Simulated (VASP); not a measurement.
# LiB108N108 (a cell with a defect) in VASP: further runs, part 2 of 2

VASP 6.6.1.

### Step 3. Single point, PBE

Contents of INCAR:

```
PREC     = Accurate       # precision mode
ENCUT    = 520            # plane-wave cutoff, eV
EDIFF    = 1E-7           # SCF threshold, eV
ISMEAR   = -1             # smearing method
SIGMA    = 0.01           # smearing width, eV
LREAL    = Auto         
LASPH    = T              # aspherical terms in the spheres
NELM     = 80             # most SCF steps
ALGO     = Normal         # electronic algorithm
ISIF     = 2              # what is computed and relaxed
LWAVE    = F              # write WAVECAR
LCHARG   = T              # write CHGCAR
GGA      = PE             # functional
LELF     = T              # ELF
LVHAR    = T            
NBANDS   = 548            # bands
NELECT   = 866.0        
LUSENCCL = F
```

Contents of KPOINTS:

```
regular mesh
0
Gamma
  1 1 1
```

Contents of POSCAR:

```
LiB108N108
1.0
   11.1975469300      6.4649067300      0.0000000000
  -11.1975469300      6.4649067300      0.0000000000
    0.0000000000      0.0000000000     12.9909657500
B N Li
108 108 1
Direct
    0.0001507880      0.2213342325      0.1258021175
    0.1112455311      0.1101752967      0.1254250093
    0.2225117631     -0.0007825008      0.1260843136
    0.0004476328      0.1123625020      0.3748292539
    0.1115121900      0.0011714156      0.3742359185
    0.2225055717      0.2230770361      0.3764406815
[... 209 lines left out ...]
    0.8886502744      0.8890984976      0.6260666956
    0.4730276493      0.5752061896      0.2491650015
```

Potentials or basis: VASP PAW PBE potentials, release 64 (B, N, Li_sv).

The run is started by

```
cat potpaw_PBE.64/B/POTCAR potpaw_PBE.64/N/POTCAR potpaw_PBE.64/Li_sv/POTCAR > POTCAR
mpirun -np 1 vasp_gam > vasp.out
```

OUTCAR:

```text
PREC = Accurate
   ENCUT = 520
   EDIFF = 1E-7
   ISMEAR = -1
   LREAL = Auto
   LASPH = T
   NELM = 80
   ISIF = 2
   GGA = PE
   NELECT = 866.0

 ion  position               nearest neighbor table
   1  0.000  0.221  0.126- 186 1.44 112 1.44 125 1.44
   2  0.111  0.110  0.125- 113 1.44 112 1.44 114 1.44
   3  0.223  0.999  0.126- 113 1.44 138 1.44 148 1.44
   4  0.000  0.112  0.375- 109 1.44 110 1.44 183 1.44
   5  0.112  0.001  0.374- 111 1.44 133 1.44 110 1.44
   6  0.223  0.223  0.376- 110 1.43 145 1.44 123 1.44
[... 208 lines left out ...]
 215  0.778  0.667  0.627-  91 1.44 104 1.44 105 1.44
 216  0.889  0.889  0.626- 104 1.44  81 1.44  31 1.44
 217  0.473  0.575  0.249- 171 2.11 162 2.14  63 2.20  54 2.23  65 2.32  50 2.37

  LATTYP: Found a hexagonal cell.
 ALAT       =    12.9298134664
 C/A-ratio  =     1.0047295565

  Lattice vectors:

 A1 = (  11.1975469300,   6.4649067300,   0.0000000000)
 A2 = ( -11.1975469300,   6.4649067300,   0.0000000000)
 A3 = (   0.0000000000,   0.0000000000,  12.9909657500)

[... 249 lines left out ...]
 cond. band min:       6.7663494977   @ k =   0.0000   0.0000   0.0000
 fundamental gap:      4.0967734951
 Fermi energy:         3.0880149313

 k-point     1 :       0.0000    0.0000    0.0000
  band No.  band energies     occupation
      1     -42.8367      2.00000
      2     -15.4855      2.00000
      3     -15.3669      2.00000
      4     -15.1188      2.00000
      5     -14.9397      2.00000
      6     -14.8807      2.00000
[... 437 lines left out ...]
    444       7.2381      0.00000
    445       7.3191      0.00000
 [bands above 445 left out]

------------------------ aborting loop because EDIFF is reached ----------------------------------------

  FORCE on cell =-STRESS in cart. coord.  units (eV):
  Direction    XX          YY          ZZ          XY          YZ          ZX
  --------------------------------------------------------------------------------------
  -------------------------------------------------------------------------------------
  Total      126.9542429    126.9638157     34.7681160      0.0308499      0.0463604     -0.0387997
  in kB      108.1436974    108.1518518     29.6165967      0.0262789      0.0394913     -0.0330508
  external PRESSURE =      81.9707153 kB  Pullay stress =       0.0000000 kB

 VOLUME and BASIS-vectors are now :
 -----------------------------------------------------------------------------
  energy-cutoff  :      520.00
  volume of cell :     1880.86
      direct lattice vectors                 reciprocal lattice vectors
    11.197546930  6.464906730  0.000000000     0.044652637  0.077340636 -0.000000000
   -11.197546930  6.464906730  0.000000000    -0.044652637  0.077340636  0.000000000
     0.000000000  0.000000000 12.990965750     0.000000000 -0.000000000  0.076976571

 POSITION                                       TOTAL-FORCE (eV/Angst)
 -----------------------------------------------------------------------------------
     -2.47671      1.43188      1.63429         0.001410     -0.001748     -0.000955
      0.01198      1.43146      1.62939         0.000198      0.002321     -0.001662
     -8.69720      7.89837      1.63796        -0.000047      0.001186     -0.002226
     -1.25317      0.72931      4.86939         0.001492     -0.000787      0.000808
      1.23555      0.72849      4.86169         0.004501      0.001025      0.001379
     -0.00640      2.88065      4.89033         0.002495     -0.005361      0.004540
[... 209 lines left out ...]
     -0.00502     11.49298      8.13321         0.000380      0.002332     -0.001504
     -1.14415      6.77673      3.23689        -0.113606     -0.369093      0.021733
 -----------------------------------------------------------------------------------
    total drift:                               -0.002563     -0.010329     -0.005386

  FREE ENERGIE OF THE ION-ELECTRON SYSTEM (eV)
  ---------------------------------------------------
  free  energy   TOTEN  =     -1902.0412414548 eV

  energy  without entropy=    -1902.0412414548  energy(sigma->0) =    -1902.04124145
```

stdout:

```text
Offloading initialized ...    1 GPUs detected
 POSCAR found type information on POSCAR B N Li
 POSCAR found :  3 types and     217 ions
 scaLAPACK will be used selectively (only on CPU)
 LDA part: xc-table for (Slater+PW92), standard interpolation
 POSCAR, INCAR and KPOINTS ok, starting setup
 FFT: planning ... GRIDC
 FFT: planning ... GRID_SOFT
 FFT: planning ... GRID
 WAVECAR not read
 entering main loop
 the old and the new charge density differ
 old charge density:   867.00000 new  866.00001
    0.839E+01
```

Run time: 4.7 min. Hardware: 1 × NVIDIA H100 80GB with 1 thread of AMD EPYC 7R13 (Zen 3), shared host; peak memory 2.3 GiB.

What came out:

* Free energy: -1902.0412 eV
* Largest force: 0.387 eV/Å

Levels at points of the mesh, in eV from the Fermi level:
| k point | band 429 | band 430 | band 431 | band 432 | band 433 | band 434 | band 435 | band 436 | band 437 | band 438 |
| --- | --- | --- | --- | --- | --- | --- | --- | --- | --- | --- |
| (0.00, 0.00, 0.00) | -0.66 | -0.43 | -0.42 | -0.42 | -0.42 | 3.68 | 3.69 | 3.80 | 3.84 | 3.85 |

Caveat: the k points lie up to 0.56 Å⁻¹ apart; the cell carries a net charge on a neutralising background, which shifts energy and pressure; the cell is charged against a uniform background, so pressure and absolute levels hang on convention; the cutoff is under 1.25 times the usual one of these potentials, so pressure, stress and relaxed cells hold a basis-set (Pulay) error.
